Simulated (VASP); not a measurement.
# C (Fd-3m) in VASP: single point with LDA

Aim: the single point of C with LDA.

All numbers are computed with VASP 6.6.1; they aren't measurements. Logs are shortened: lines on timing, memory, paths and dates and some standing lists are left out, and cuts for length are marked.

## 1. The cell of the first run

Symmetry: Fd-3m, No. 227, cubic system. Conventional cell: a = 3.532 Å, b = 3.532 Å, c = 3.532 Å, α = 90.00°, β = 90.00°, γ = 90.00°. C (site symmetry -43m) has 4 C at 1.53 Å within 2.0 Å.

## 2. Single point, LDA

INCAR

```
SYSTEM = C
PREC = Accurate ; ENCUT = 520
EDIFF = 1E-7 ; ISMEAR = -1
SIGMA = 0.1 ; LREAL = .False.
LASPH = .True. ; NELM = 100
ALGO = Normal ; ISIF = 2
LWAVE = .False. ; LCHARG = .False.
NBANDS = 11 ; ISYM = 0
```

KPOINTS

```
Automatic mesh
0
Gamma
  25 25 29
  0 0 0
```

POSCAR

```
C
1.0
   -1.2486555249      1.2486533428      1.7658159437
    1.2486533428     -1.2486555249      1.7658159437
    1.2486555268      1.2486555268     -1.7658199403
C
2
Direct
    0.0000001058      0.9999998942      1.0000000000
    0.7499998942      0.2500001058      0.5000000000
```

Potentials or basis: VASP PAW LDA potentials, release 64 (C).

Run with:

```
$ cat potpaw_LDA.64/C/POTCAR > POTCAR
$ mpirun -np 1 vasp_std > vasp.out
```

OUTCAR:

```text
SYSTEM = C
   PREC = Accurate
   ENCUT = 520
   EDIFF = 1E-7
   ISMEAR = -1
   LREAL = .False.
   LASPH = .True.
   NELM = 100
   ISIF = 2
   ISYM = 0

 ion  position               nearest neighbor table
   1  0.000  1.000  0.000-   2 1.53   2 1.53   2 1.53   2 1.53
   2  0.750  0.250  0.500-   1 1.53   1 1.53   1 1.53   1 1.53

IMPORTANT INFORMATION: All symmetrisations will be switched off!
NOSYMM: (Re-)initialisation of all symmetry stuff for point group C_1.

----------------------------------------------------------------------------------------

                                     Primitive cell

  volume of cell :      11.0126

  direct lattice vectors                    reciprocal lattice vectors
    -1.248655525  1.248653343  1.765815944     0.000000453  0.400431498  0.283155466
     1.248653343 -1.248655525  1.765815944     0.400431498  0.000000453  0.283155466
     1.248655527  1.248655527 -1.765819940     0.400431045  0.400431045  0.000000495

  length of vectors
     2.497274862  2.497274862  2.497278781     0.490430834  0.490430834  0.566295014

  position of ions in fractional coordinates (direct lattice)
     0.000000106  0.999999894  0.000000000
     0.749999894  0.250000106  0.500000000

  ion indices of the primitive-cell ions
   primitive index   ion index
                 1           1
                 2           2

----------------------------------------------------------------------------------------

 KPOINTS: Automatic mesh

Automatic generation of k-mesh.
 Grid dimensions read from file:
 generate k-points for:   25   25   29

 Generating k-lattice:

  Cartesian coordinates                     Fractional coordinates (reciprocal lattice)
     0.000000018  0.016017260  0.011326219     0.040000000  0.000000000 -0.000000000
     0.016017260  0.000000018  0.011326219     0.000000000  0.040000000 -0.000000000
     0.013807967  0.013807967  0.000000017     0.000000000  0.000000000  0.034482759

  Length of vectors
     0.019617233  0.019617233  0.019527414

  Shift w.r.t. Gamma in fractional coordinates (k-lattice)
     0.000000000  0.000000000  0.000000000

 -----------------------------------------------------------------------------
|                                                                             |
|           W    W    AA    RRRRR   N    N  II  N    N   GGGG   !!!           |
|           W    W   A  A   R    R  NN   N  II  NN   N  G    G  !!!           |
|           W    W  A    A  R    R  N N  N  II  N N  N  G       !!!           |
|           W WW W  AAAAAA  RRRRR   N  N N  II  N  N N  G  GGG   !            |
|           WW  WW  A    A  R   R   N   NN  II  N   NN  G    G                |
|           W    W  A    A  R    R  N    N  II  N    N   GGGG   !!!           |
|                                                                             |
|     Your reciprocal lattice and k-lattice belong to different lattice       |
|     classes:                                                                |
|                                                                             |
|        The reciprocal lattice is body-centered tetragonal,                  |
|        whereas your k-lattice is base-centered monoclinic.                  |
|                                                                             |
|     Results are often still useful ...                                      |
|                                                                             |
 -----------------------------------------------------------------------------

 WARNING: IBZKPT: internal override: KBLOWUP is changed to .FALSE.
      ... skipping the blow-up phase ...

 Subroutine IBZKPT returns following result:
 ===========================================

 Found   9063 irreducible k-points:

 Following reciprocal coordinates:
            Coordinates               Weight
  0.000000  0.000000  0.000000      1.000000
  0.040000 -0.000000 -0.000000      2.000000
  0.080000 -0.000000 -0.000000      2.000000
  0.120000  0.000000 -0.000000      2.000000
  0.160000 -0.000000 -0.000000      2.000000
  0.200000  0.000000 -0.000000      2.000000
[... 16 lines left out ...]
  0.360000  0.040000  0.000000      2.000000
  0.400000  0.040000 -0.000000      2.000000
 [... further k-points ...]
   k-points           NKPTS =   9063   k-points in BZ     NKDIM =   9063   number of bands    NBANDS=     11
   number of dos      NEDOS =    301   number of ions     NIONS =      2
   total plane-waves  NPLWV =   8000
   dimension x,y,z NGX =    20 NGY =   20 NGZ =   20
   dimension x,y,z NGXF=    40 NGYF=   40 NGZF=   40
   ions per type =               2
   NGX,Y,Z   is equivalent  to a cutoff of  13.31, 13.31, 13.31 a.u.
   NGXF,Y,Z  is equivalent  to a cutoff of  26.63, 26.63, 26.63 a.u.
 SYSTEM =  C
   PREC   = accura    normal or accurate (medium, high low for compatibility)
   ISTART =      0    job   : 0-new  1-cont  2-samecut
   ICHARG =      2    charge: 1-file 2-atom 10-const
   ISPIN  =      1    spin polarized calculation?
   LNONCOLLINEAR =      F non collinear calculations
   LSORBIT =      F    spin-orbit coupling
   LASPH  =      T    aspherical Exc in radial PAW
   ENCUT  =  520.0 eV  38.22 Ry    6.18 a.u.   4.64  4.64  4.64*2*pi/ulx,y,z
   NELM   =    100;   NELMIN=  2; NELMDL= -5     # of ELM steps
   EDIFF  = 0.1E-06   stopping-criterion for ELM
   LREAL  =      F    real-space projection
   EDIFFG = 0.1E-05   stopping-criterion for IOM
   NSW    =      0    number of steps for IOM
   IBRION =     -1    ionic relax: 0-MD 1-quasi-New 2-CG
   NFREE  =      0    steps in history (QN), initial steepest desc. (CG)
   ISIF   =      2    stress and relaxation
   ISYM   =      0    0-nonsym 1-usesym 2-fastsym
   POTIM  = 0.5000    time-step for ionic-motion
   TEBEG  =    0.0;   TEEND  =   0.0 temperature during run
   PSTRESS=    0.0 pullay stress
   NELECT =       8.0000    total number of electrons
   NUPDOWN=      -1.0000    fix difference up-down
   EMIN   =  10.00;   EMAX   =-10.00  energy-range for DOS
   EFERMI =   0.00;   METHOD = LEGACY
   ISMEAR =    -1;   SIGMA  =   0.10  broadening in eV -4-tet -1-fermi 0-gaus
   EFERMI_NEDOS =   21; number of points for ismear=-14 and -15
   IALGO  =     38    algorithm
   IMIX   =      4    mixing-type and parameters
     AMIX     =   0.40;   BMIX     =  1.00
     AMIX_MAG =   1.60;   BMIX_MAG =  1.00
  volume/ion in A,a.u.               =       5.51        37.16
  Fermi-wavevector in a.u.,A,eV,Ry     =   1.471662  2.781039 29.467362  2.165790
  Thomas-Fermi vector in A             =   2.586771
   LORBIT       =      0    0 simple, 1 ext, 2 COOP (PROOUT), +10 PAW based schemes
   GGA     = CA    functional components
   LHFCALC =     F    Hartree Fock is set to
   AEXX    =    0.0000 exact exchange contribution
   IVDW    =     0    specifies the selected vdW correction
   LEPSILON=     F    determine dielectric tensor
   LRPA    =     F    only Hartree local field effects (RPA)
 non-spin polarized calculation
  energy-cutoff  :      520.00
  volume of cell :       11.01
 maximum number of plane-waves:       307
   NGX =  9   NGY =  9   NGZ =  9

 number of electron       7.9999998 magnetization

 Free energy of the ion-electron system (eV)
  ---------------------------------------------------
  ext. energy  EPLUGINS =         0.00000000
  ---------------------------------------------------
  free energy    TOTEN  =       -20.24521717 eV

  energy without entropy =      -20.24521717  energy(sigma->0) =      -20.24521717

 E-fermi :  11.9699     XC(G=0): -13.6434

 val. band max:       10.1622898745   @ k =   0.0000   0.0000   0.0000
 cond. band min:      14.3313156799   @ k =  -0.3600   0.3600   0.0000
 fundamental gap:      4.1690258055
 Fermi energy:        11.9698745778

 k-point     1 :       0.0000    0.0000    0.0000
  band No.  band energies     occupation
      1     -11.5554      2.00000
      2      10.1619      2.00000
      3      10.1619      2.00000
      4      10.1623      2.00000
      5      15.7878      0.00000
      6      15.7881      0.00000
      7      15.7881      0.00000
      8      24.4014      0.00000
      9      29.5585      0.00000
     10      37.1247      0.00000
     11      37.1261      0.00000

 k-point     2 :       0.0400   -0.0000   -0.0000
  band No.  band energies     occupation
      1     -11.5101      2.00000
      2       9.8408      2.00000
      3      10.0791      2.00000
      4      10.0794      2.00000
      5      15.8958      0.00000
      6      15.8960      0.00000
      7      15.9957      0.00000
      8      24.4269      0.00000
      9      29.6351      0.00000
     10      36.0436      0.00000
     11      36.0448      0.00000

 k-point     3 :       0.0800   -0.0000   -0.0000
  band No.  band energies     occupation
      1     -11.3746      2.00000
      2       9.0061      2.00000
      3       9.8531      2.00000
      4       9.8534      2.00000
      5      16.1917      0.00000
      6      16.1919      0.00000
      7      16.4936      0.00000
      8      24.5017      0.00000
      9      29.8482      0.00000
     10      34.8844      0.00000
     11      34.8854      0.00000

 k-point     4 :       0.1200    0.0000   -0.0000
  band No.  band energies     occupation
      1     -11.1492      2.00000
      2       7.8724      2.00000
      3       9.5341      2.00000
      4       9.5344      2.00000
      5      16.6114      0.00000
      6      16.6116      0.00000
      7      17.0837      0.00000
      8      24.6232      0.00000
      9      30.1509      0.00000
     10      33.9384      0.00000
     11      33.9393      0.00000
[... 239 lines left out ...]
 k-point    22 :       0.3200    0.0400    0.0000
  band No.  band energies     occupation
      1      -8.4338      2.00000
      2       0.6906      2.00000
      3       7.3623      2.00000
      4       7.9668      2.00000
      5      18.3517      0.00000
      6      18.7651      0.00000
      7      19.3017      0.00000
      8      25.4941      0.00000
      9      31.2482      0.00000
     10      32.7403      0.00000
     11      34.3207      0.00000

 k-point    23 :       0.3600    0.0400    0.0000
  band No.  band energies     occupation
      1      -7.6787      2.00000
      2      -0.5871      2.00000
      3       7.2093      2.00000
      4       7.7079      2.00000
      5      18.5180      0.00000
      6      18.7892      0.00000
      7      19.4787      0.00000
      8      25.6523      0.00000
      9      31.4103      0.00000
     10      33.5461      0.00000
     11      34.8257      0.00000

 k-point    24 :       0.4000    0.0400   -0.0000
  band No.  band energies     occupation
      1      -6.8688      2.00000
      2      -1.7830      2.00000
      3       7.1157      2.00000
      4       7.4978      2.00000
      5      18.6332      0.00000
      6      18.7572      0.00000
      7      19.6034      0.00000
      8      25.7672      0.00000
      9      31.6228      0.00000
     10      34.4959      0.00000
     11      34.9666      0.00000

 [... further k-points ...]
[... 5 lines left out ...]
  --------------------------------------------------------------------------------------
  -------------------------------------------------------------------------------------
  Total        0.1119959      0.1119962      0.1137779     -0.0000060      0.0000922      0.0000924
  in kB       16.2938202     16.2938596     16.5530631     -0.0008772      0.0134108      0.0134363
  external PRESSURE =      16.3802476 kB  Pullay stress =       0.0000000 kB

 VOLUME and BASIS-vectors are now :
 -----------------------------------------------------------------------------
  energy-cutoff  :      520.00
  volume of cell :       11.01
      direct lattice vectors                 reciprocal lattice vectors
    -1.248655525  1.248653343  1.765815944     0.000000453  0.400431498  0.283155466
     1.248653343 -1.248655525  1.765815944     0.400431498  0.000000453  0.283155466
     1.248655527  1.248655527 -1.765819940     0.400431045  0.400431045  0.000000495

 POSITION                                       TOTAL-FORCE (eV/Angst)
 -----------------------------------------------------------------------------------
      1.24865     -1.24866      1.76582         0.000028     -0.000028     -0.000000
     -0.00000      1.24865      0.88291        -0.000028      0.000028      0.000000
 -----------------------------------------------------------------------------------
    total drift:                               -0.000000      0.000000     -0.000000

  FREE ENERGIE OF THE ION-ELECTRON SYSTEM (eV)
  ---------------------------------------------------
  free  energy   TOTEN  =       -20.2452171741 eV

  energy  without entropy=      -20.2452171740  energy(sigma->0) =      -20.24521717
```

Run time: 10 min. Hardware: 1 thread of Intel Xeon Platinum 8375C at 2.90GHz (Ice Lake), shared host; peak memory 0.91 GiB.

What came out:

```yaml
Free_energy: -20.2452 eV
Pressure: 1.6 GPa
Band_gap_on_the_k_mesh: 4.17 eV (least direct gap 5.63 eV)
```

Caveat: an odd mesh through Γ misses points on the zone boundary, where band edges can lie.
